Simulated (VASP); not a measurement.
Crystal: Pb.

```
Pb
1.0
     0.00000    2.47502    2.47502
     2.47502    0.00000    2.47502
     2.47502    2.47502    0.00000
Pb
1
Direct
  0.00000 0.00000 0.00000
```

Base run:

- Program: VASP 6.6.1
- Functional: PBE
- Potentials or basis: VASP PAW PBE potentials, release 64 (Pb_d)
- Cutoff: 520 eV
- k mesh: 9 × 9 × 9
- Occupations: gaussian, width 0.012 eV
- Spin: no spin polarisation

Its results: band gap on the k mesh zero (band 7 reaches 14.70 eV, above the bottom of band 8 at 5.74 eV); pressure 2.2 GPa.

The run is repeated on the same cell with these changes: functional from PBE to RPBE; occupations from gaussian, width 0.012 eV to gaussian, width 0.02 eV. What comes out?

Band gap on the k mesh zero (band 7 reaches 14.85 eV, above the bottom of band 8 at 5.87 eV); pressure 3.8 GPa.

Caveats: spin-orbit coupling is left out, which moves the levels of the heavy elements; the PAW data sets were made with another functional, which shifts forces and pressure a little (some runs).
